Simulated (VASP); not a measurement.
Here is a VASP 6.6.1 calculation.

File POSCAR:

```
Au
1.0
    1.3846689879     -2.4658769605      0.0000000000
    1.3846689879      2.4658769605      0.0000000000
    0.0000000000      0.0000000000      4.6881875744
Au
2
Direct
    0.6630014288      0.3369985712      0.2500000000
    0.3369985712      0.6630014288      0.7500000000
```

File INCAR.step1:

```
SYSTEM = Au
  PREC = Accurate
  ENCUT = 520
  ISMEAR = 0
  SIGMA = 0.1
  LREAL = .FALSE.
  LASPH = .TRUE.
  NELM = 80
  NBANDS = 18
  GGA = PE
  ALGO = Normal
  EDIFF = 1E-4
  LWAVE = .TRUE.
  LCHARG = .FALSE.
```

Contents of INCAR.step2:

```
SYSTEM = Au
  PREC = Accurate
  ENCUT = 520
  EDIFF = 1E-6
  ISMEAR = 0
  SIGMA = 0.1
  LREAL = .FALSE.
  LASPH = .TRUE.
  NELM = 80
  ALGO = Normal
  ISIF = 2
  LWAVE = .FALSE.
  LCHARG = .TRUE.
  METAGGA = R2SCAN
  LMIXTAU = .TRUE.
  LELF = .TRUE.
  LVHAR = .TRUE.
  NBANDS = 18
  ISTART = 1
```

Contents of KPOINTS:

```
Automatic mesh
0
G
  16 16 10
  0 0 0
```

Potentials or basis: VASP PAW PBE potentials, release 64 (Au).

Command:

```bash
$ cat potpaw_PBE.64/Au/POTCAR > POTCAR
$ cp INCAR.step1 INCAR
$ mpirun -np 1 vasp_std > vasp.out
$ cp INCAR.step2 INCAR
$ mpirun -np 1 vasp_std > vasp.out
```

Question: What does it give for the band gap on the k mesh?

Answer: Zero (band 11 reaches 14.82 eV, above the bottom of band 12 at 7.45 eV).

Question: What does it give for the pressure?

Answer: 19.2 GPa.

Stress tensor (GPa, compression positive):
```
19.23  0.00  0.00
 0.00 19.14  0.00
 0.00  0.00 19.21
```

Caveat: the PAW data sets were made with another functional, which shifts forces and pressure a little; spin-orbit coupling is left out, which moves the levels of the heavy elements.
